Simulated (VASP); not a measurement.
Input of a VASP 6.6.1 run:

The input INCAR:

```
SYSTEM = Se
PREC     = Accurate       ! precision mode
ENCUT    = 520            ! plane-wave cutoff, eV
EDIFF    = 1E-6           ! SCF threshold, eV
ISMEAR   = -1             ! smearing method
SIGMA    = 0.02           ! smearing width, eV
LREAL    = .FALSE.        ! projectors in reciprocal space
LASPH    = .TRUE.         ! aspherical terms in the spheres
NELM     = 80             ! most SCF steps
ALGO     = Normal         ! electronic algorithm
ISIF     = 2              ! what is computed and relaxed
LWAVE    = .FALSE.        ! write WAVECAR
LCHARG   = .FALSE.        ! write CHGCAR
GGA      = PS             ! functional
NBANDS   = 9              ! bands
```

KPOINTS

```
Automatic mesh
0
G
  13 13 13
  0 0 0
```

Contents of POSCAR:

```
Se
1.0
    1.9440606455      1.1224039389      0.8903966107
   -1.9440606455      1.1224039389      0.8903966107
    0.0000000000     -2.2448078777      0.8903966107
Se
1
Direct
    0.0000000000      0.0000000000      0.0000000000
```

Potentials or basis: VASP PAW PBE potentials, release 64 (Se).

Command:

```sh
$ cat potpaw_PBE.64/Se/POTCAR > POTCAR
$ mpirun -np 1 vasp_std > vasp.out
```

(1) Estimate the pressure.

(2) Predict the band gap on the k mesh.

## Answers

(1) 134.8 GPa.

(2) zero (band 3 reaches 21.63 eV, above the bottom of band 4 at 7.25 eV).

Caveat: the PAW data sets were made with another functional, which shifts forces and pressure a little.
